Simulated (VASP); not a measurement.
Write the native input for VASP 6.6.1 that does the following.

| Quantity | Value |
| --- | --- |
| Task | single point |
| Functional | PBE |
| Potentials or basis | VASP PAW PBE potentials, release 64 (Ta_pv) |
| Cutoff | 500 eV |
| k mesh | 14 × 14 × 14 |
| Occupations | gaussian, width 0.05 eV |
| Spin | no spin polarisation |
| Dipole correction | no |
| Further INCAR settings | ALGO = Normal; EDIFF = 1e-06; NBANDS = 12 |

The structure of Ta lies in POSCAR:

```
Ta
1.0
   -1.6550000000      1.6550000000      1.6550000000
    1.6550000000     -1.6550000000      1.6550000000
    1.6550000000      1.6550000000     -1.6550000000
Ta
1
Direct
    0.0000000000      0.0000000000      0.0000000000
```

These files were run (other wordings do the same):

INCAR

```
PREC     = Accurate       # precision mode
ENCUT    = 500            # plane-wave cutoff, eV
EDIFF    = 1E-6           # SCF threshold, eV
ISMEAR   = 0              # smearing method
SIGMA    = 0.05           # smearing width, eV
LREAL    = F              # projectors in reciprocal space
LASPH    = T              # aspherical terms in the spheres
NELM     = 120            # most SCF steps
ALGO     = Normal         # electronic algorithm
ISIF     = 2              # what is computed and relaxed
LWAVE    = F              # write WAVECAR
LCHARG   = F              # write CHGCAR
GGA      = PE             # functional
NBANDS   = 12             # bands
GGA_COMPAT= F
```

KPOINTS

```
regular mesh
0
Gamma
  14 14 14
```

Potentials or basis: VASP PAW PBE potentials, release 64 (Ta_pv).

Launch:

```bash
$ cat potpaw_PBE.64/Ta_pv/POTCAR > POTCAR
$ mpirun -np 1 vasp_std > vasp.out
```

It gave:

| Item | Value |
| --- | --- |
| Pressure | 1.7 GPa |
| Band gap on the k mesh | zero (an odd number of electrons rules out a gap without spin polarisation) |

Caveat: spin-orbit coupling is left out, which moves the levels of the heavy elements.

It took 18 s on 1 thread of Intel Xeon 8259CL, with other jobs on the host, peak memory 0.15 GiB.
